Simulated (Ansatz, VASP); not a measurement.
**One calculation of MnH4, two programs**

INCAR

```
SYSTEM = MnH4
  PREC = Accurate
  ENCUT = 600
  EDIFF = 1E-6
  ISMEAR = 0
  SIGMA = 0.1
  LREAL = .FALSE.
  LASPH = .TRUE.
  NELM = 150
  ALGO = Normal
  ISIF = 3
  LWAVE = .FALSE.
  LCHARG = .FALSE.
  ISPIN = 2
  MAGMOM = 4 0 0 0 0
  LORBIT = 11
  LMAXMIX = 4
  GGA = PE
  IBRION = 2
  NSW = 90
  EDIFFG = -0.04
```

The input KPOINTS:

```
regular mesh
0
G
  6 6 6
  0 0 0
```

POSCAR

```
MnH4
1.0
    3.5468657000      0.0000000000      0.0000000000
    0.0000000000      3.5468657000      0.0000000000
    0.0000000000      0.0000000000      3.5468657000
Mn H
1 4
Direct
    0.5000000000      0.5000000000      0.5000000000
    0.0000000000      0.0000000000      0.0000000000
    0.5000000000      0.5000000000      0.0000000000
    0.5000000000      0.0000000000      0.5000000000
    0.0000000000      0.5000000000      0.5000000000
```

Input for Ansatz:

```yaml
crystal:
  lattice:
    - [3.5468657, 0.0, 0.0]
    - [0.0, 3.5468657, 0.0]
    - [0.0, 0.0, 3.5468657]
  atoms:
    - { symbol: Mn, position: [0.5, 0.5, 0.5], spin: 4.0 }
    - { symbol: H, position: [0.0, 0.0, 0.0] }
    - { symbol: H, position: [0.5, 0.5, 0.0] }
    - { symbol: H, position: [0.5, 0.0, 0.5] }
    - { symbol: H, position: [0.0, 0.5, 0.5] }
basis:
  ecutwfc: 420
kpoints:
  mp_grid: { grid: [6, 6, 6] }
hamiltonian:
  xc: pbe
scf:
  occupations: { method: gaussian, width: 0.1 }
  lower_state_search: "off"
output:
  forces: true
  stress: true
  eigenvalues: true
  populations: true
magnetization:
  spin_polarized: true
relax:
  adjacent_minimum: "off"
  f_tol: 0.04
  max_steps: 70
  cell: { stress_tol: 0.4 }
```

Change from the starting cell: species swapped into the Ni4N type (Pm-3m, No. 221).

Alike in both runs: task relaxation of cell and atoms; functional PBE; k mesh 6 × 6 × 6; occupations gaussian, width 0.1 eV; collinear spin.

|  | VASP | Ansatz |
| --- | --- | --- |
| version | VASP 6.6.1 | Ansatz 0.2.0 |
| potentials or method | VASP PAW PBE potentials, release 64 (Mn_pv, H), cutoff 600 eV | scalar-relativistic, plane waves, PAW |
| valence electrons in the cell | 17 | 19 |

Ansatz gave:

| Item | Value |
| --- | --- |
| gap on the k mesh at the Fermi level, each at its own relaxed structure (eV) | none |
| net moment per atom (μB) | 0.60 |
| size of the moment on the site where the two differ most (μB) | 2.87 |
| relaxed volume (Å³/atom) | 7.94 |
| relaxed length of the cell vector where the two differ most in proportion (Å) | 3.411 |

Q: Which values does VASP return?

A: gap on the k mesh at the Fermi level, each at its own relaxed structure (eV): none; net moment per atom (μB): 0.60; size of the moment on the site where the two differ most (μB): 3.63; relaxed volume (Å³/atom): 7.86; relaxed length of the cell vector where the two differ most in proportion (Å): 3.400.

Site moments also hang on the region over which each program counts them. A gap of «none» marks a metal or a gap that the smearing closes. VASP's potentials hold 17 valence electrons a cell and Ansatz's 19, so a difference there can come from the potentials and not from the codes.
